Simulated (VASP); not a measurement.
# BaTiO3: single point with r2SCAN+U

Crystal: BaTiO3.

```
Ba Ti O
1.0
     3.99514    0.00000    0.00000
     0.00000    2.84248    2.91921
     0.00000   -2.84248    2.91921
Ba Ti O
1 1 3
Direct
  0.00000 0.00441 0.00441
  0.50000 0.51358 0.51358
  0.00000 0.49471 0.49471
  0.50000 0.49543 0.98809
  0.50000 0.98809 0.49543
```

This cell differs from its parent crystal: strain +0.000 along x and y, +0.025 along z.

- Program: VASP 6.6.1
- Task: single point
- Functional: r2SCAN
- Potentials or basis: VASP PAW PBE potentials, release 64 (Ba_sv, Ti_sv, O)
- Cutoff: 520 eV
- k mesh: 6 × 6 × 6
- Occupations: gaussian, width 0.05 eV
- Spin: no spin polarisation
- Hubbard terms: Ti d U = 4.0 eV

```
Pressure               : -0.5 GPa
Largest force          : 0.213 eV/Å
Band gap on the k mesh : 2.70 eV (least direct gap 3.00 eV)
```

Forces in eV/Å, atoms in the order of the input:
```
Ba   0.000  0.000  0.001
Ti   0.000  0.000 -0.213
O    0.000  0.000 -0.026
O    0.000 -0.131  0.119
O    0.000  0.131  0.119
```

Stress tensor (GPa, compression positive):
```
 0.97  0.00  0.00
 0.00  1.87  0.00
 0.00  0.00 -4.30
```

Levels at points of the mesh, in eV from the valence-band top:
```tsv
k point	band 18	band 19	band 20	band 21	band 22	band 23
(0.00, 0.00, 0.00)	-0.45	-0.36	-0.30	2.70	2.81	2.85
(0.50, 0.00, 0.00)	-1.69	-1.11	-0.85	2.97	4.17	4.33
(0.00, 0.50, 0.00)	-1.63	-0.91	-0.85	2.92	4.20	4.23
(0.50, 0.50, 0.00)	-0.93	-0.92	-0.10	4.25	4.36	4.72
(0.00, 0.50, 0.50)	-1.06	-0.96	-0.19	4.21	4.28	4.63
(0.50, 0.50, 0.50)	-0.10	-0.04	0.00	4.84	4.92	4.93
```

Eigenvalues of the final occupation matrices:
```tsv
site	spin	trace	eigenvalues
site 2 d	1	0.76	0.10 0.10 0.10 0.23 0.23
site 2 d	2	0.76	0.10 0.10 0.10 0.23 0.23
```

Wall time 3.6 min on 1 thread of Intel(R) Xeon(R) 6975P-C (Granite Rapids) (shared host), peak memory 0.23 GiB.

Caveat: the cell differs from its parent crystal (strain +0.000 along x and y, +0.025 along z); the stress differs along the axes, from -4 to 2 GPa; the PAW data sets were made with another functional, which shifts forces and pressure a little; spin-orbit coupling is left out, which moves the levels of the heavy elements. A k mesh can miss the band edges.
